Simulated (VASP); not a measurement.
Set up this calculation in VASP 6.6.1, as the native input.

```yaml
Task: single point
Functional: HSE06
Potentials_or_basis: VASP PAW PBE potentials, release 64 (Sn_d)
Cutoff: 520 eV
k_mesh: 6 × 6 × 6
Occupations: fermi-dirac, width 0.1 eV
Spin: no spin polarisation
Dipole_correction: no
Grid_for_exact_exchange_PRECFOCK: Normal
Further_INCAR_settings: ALGO = Normal; EDIFF = 1e-07; NBANDS = 13
Share_of_exact_exchange: 0.25
Screening_parameter: 0.2079 1/Å
```

Sn:

```
Sn
1.0
    -1.90357    1.90357    1.90357
     1.90357   -1.90357    1.90357
     1.90357    1.90357   -1.90357
Sn
1
Direct
  0.00000 0.00000 0.00000
```

This isn't the form of Sn at room conditions, which is tetragonal (white tin).

The input as run:

POSCAR

```
Sn
1.0
   -1.9035740488      1.9035740488      1.9035740488
    1.9035740488     -1.9035740488      1.9035740488
    1.9035740488      1.9035740488     -1.9035740488
Sn
1
Direct
    0.0000000000      0.0000000000      0.0000000000
```

INCAR.step1

```
SYSTEM = Sn
PREC = Accurate ; ENCUT = 520
EDIFF = 1E-5 ; ISMEAR = -1
SIGMA = 0.1 ; LREAL = .False.
LASPH = .True. ; NELM = 100
ALGO = Normal ; ISIF = 2
LWAVE = .True. ; LCHARG = .False.
NBANDS = 13 ; GGA = PE
```

INCAR.step2

```
SYSTEM = Sn
PREC = Accurate ; ENCUT = 520
EDIFF = 1E-7 ; ISMEAR = -1
SIGMA = 0.1 ; LREAL = .False.
LASPH = .True. ; NELM = 100
ALGO = Normal ; ISIF = 2
LWAVE = .False. ; LCHARG = .False.
GGA = PE ; LHFCALC = .True.
HFSCREEN = 0.2079 ; PRECFOCK = Normal
NBANDS = 13 ; ISTART = 1
```

KPOINTS

```
Automatic mesh
0
Gamma
  6 6 6
  0 0 0
```

Potentials or basis: VASP PAW PBE potentials, release 64 (Sn_d).

Run with:

```bash
$ cat potpaw_PBE.64/Sn_d/POTCAR > POTCAR
$ cp INCAR.step1 INCAR
$ mpirun -np 1 vasp_std > vasp.out
$ cp INCAR.step2 INCAR
$ mpirun -np 1 vasp_std > vasp.out
```

It gave:

```yaml
Pressure: -1.6 GPa
Band_gap_on_the_k_mesh: zero (bands 7 and 8 overlap by 11.45 eV)
```

Caveat: the k points lie up to 0.39 Å⁻¹ apart, too coarse for converged energies and pressures of a metal; the PAW data sets were made with another functional, which shifts forces and pressure a little; spin-orbit coupling is left out, which moves the levels of the heavy elements.

Run time: 13 min on 1 thread of Intel(R) Xeon(R) 6975P-C (Granite Rapids), on a shared host, peak memory 0.26 GiB.
